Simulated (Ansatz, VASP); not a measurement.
KI: VASP beside Ansatz

```
K I
1.0
     0.00000    3.58733    3.58733
     3.58733    0.00000    3.58733
     3.58733    3.58733    0.00000
K I
1 1
Direct
  0.98222 0.98222 0.01778
  0.50548 0.50548 0.49452
```

Change from the starting cell: mode 6 frozen in at -0.128 Å, equal normal strain along x and y +0.0000.

Alike in both runs: task single point; functional PBE; k mesh 6 × 6 × 6; occupations gaussian, width 0.05 eV; no spin polarisation.

```csv
,VASP,Ansatz
version,VASP 6.6.1,Ansatz 0.2.0
potentials or method,"VASP PAW PBE potentials, release 64 (K_sv, I), cutoff 520 eV","scalar-relativistic, plane waves, PAW"
valence electrons in the cell,16,26
```

|  | VASP | Ansatz | Ansatz less VASP |
| --- | --- | --- | --- |
| gap on the k mesh at the Fermi level (eV) | 3.87 | 3.87 | +0.004 |
| least direct gap on the mesh (eV) | 3.87 | 3.87 | +0.004 |
| pressure (GPa) | 0.2 | 0.1 | -0.03 |
| traceless stress, the component that is largest in VASP (GPa) | 0.23 | 0.23 | -0.002 |
| rms of the force components (eV/Å) | 0.091 | 0.090 | -0.0009 |

Atom by atom the forces differ by 0.001 eV/Å (rms over components). VASP's potentials hold 16 valence electrons a cell and Ansatz's 26, so a difference there can come from the potentials and not from the codes.

Spin-orbit coupling is off throughout.
